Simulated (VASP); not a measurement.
Set up this calculation in VASP 6.6.1, as the native input.

| Property | Result |
| --- | --- |
| Task | single point |
| Functional | PBE |
| Potentials or basis | VASP PAW PBE potentials, release 64 (Se) |
| Cutoff | 520 eV |
| k mesh | 13 × 13 × 13 |
| Occupations | fermi-dirac, width 0.08 eV |
| Spin | no spin polarisation |
| Dipole correction | no |
| Further INCAR settings | ALGO = Normal; EDIFF = 1e-06; NBANDS = 13 |

The structure of Se lies in POSCAR:

```
Se
1.0
    1.5881186535     -0.9169007321      2.5958051121
    0.0000000000      1.8338014642      2.5958051121
   -1.5881186535     -0.9169007321      2.5958051121
Se
2
Direct
    0.2500000000      0.2500000000      0.2500000000
   -0.2500000000     -0.2500000000     -0.2500000000
```

The input as run:

INCAR

```
ALGO = Normal
EDIFF = 1E-6
ENCUT = 520
GGA = PE
ISIF = 2
ISMEAR = -1
LASPH = True
LCHARG = True
LELF = True
LREAL = False
LVHAR = True
LWAVE = False
NBANDS = 13
NELM = 100
PREC = Accurate
SIGMA = 0.08
```

KPOINTS

```
k-points
0
Gamma
  13 13 13
```

Potentials or basis: VASP PAW PBE potentials, release 64 (Se).

The run is started by

```bash
$ cat potpaw_PBE.64/Se/POTCAR > POTCAR
$ mpirun -np 1 vasp_std > vasp.out
```

Results of the run:

- Pressure: 198.1 GPa
- Band gap on the k mesh: zero (band 6 reaches 18.24 eV, above the bottom of band 7 at 13.30 eV)

It took 24 s on 1 thread of AMD EPYC 9R45 96-Core Processor (Zen 5) (shared host), peak memory 0.15 GiB.
